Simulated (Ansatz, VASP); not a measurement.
C: VASP beside Ansatz

The input INCAR:

```
PREC = Accurate ; ENCUT = 520
EDIFF = 1E-6 ; ISMEAR = 0
SIGMA = 0.05 ; LREAL = False
LASPH = True ; NELM = 100
ALGO = Normal ; ISIF = 2
LWAVE = False ; LCHARG = True
GGA = PS ; IVDW = 12
LELF = True ; LVHAR = True
NBANDS = 11
```

The input KPOINTS:

```
Automatic mesh
0
Gamma
  15 15 15
```

Contents of POSCAR:

```
C
1.0
    1.2189287796      0.7037488590      3.2563122841
   -1.2189287796      0.7037488590      3.2563122841
    0.0000000000     -1.4074977180      3.2563122841
C
2
Direct
    0.1584476895      0.1747193539      0.1665835217
    0.8415523105      0.8252806461      0.8334164783
```

Input for Ansatz:

```yaml
crystal:
  lattice:
    - [1.2189287796, 0.703748859, 3.2563122841]
    - [-1.2189287796, 0.703748859, 3.2563122841]
    - [0.0, -1.407497718, 3.2563122841]
  atoms:
    - { symbol: C, position: [0.1584476895, 0.1747193539, 0.1665835217] }
    - { symbol: C, position: [0.8415523105, 0.8252806461, 0.8334164783] }
basis:
  ecutwfc: 520.0
kpoints:
  mp_grid: { grid: [15, 15, 15] }
hamiltonian:
  xc: pbesol
  dispersion: d3bj
scf:
  occupations: { method: gaussian, width: 0.05 }
output:
  forces: true
  stress: true
  eigenvalues: true
```

Change from the starting cell: mode 5 frozen in at -0.020 Å, equal normal strain along x, y and z -0.0083.

Alike in both runs: task single point; functional PBEsol; dispersion D3(BJ); k mesh 15 × 15 × 15; occupations gaussian, width 0.05 eV; no spin polarisation.

```csv
,VASP,Ansatz
version,VASP 6.6.1,Ansatz 0.2.0
potentials or method,"VASP PAW PBE potentials, release 64 (C), cutoff 520 eV","scalar-relativistic, plane waves, PAW"
valence electrons in the cell,8,8
```

```csv
,VASP,Ansatz,Ansatz less VASP
gap on the k mesh at the Fermi level (eV),0.25,0.25,-0.001
least direct gap on the mesh (eV),0.25,0.25,-0.001
pressure (GPa),9.5,8.8,-0.70
"traceless stress, the component that is largest in VASP (GPa)",-9.23,-8.45,+0.779
rms of the force components (eV/Å),1.353,1.350,-0.0027
```

VASP's potentials were made for PBE, not for PBEsol. Atom by atom the forces differ by 0.003 eV/Å (rms over components).
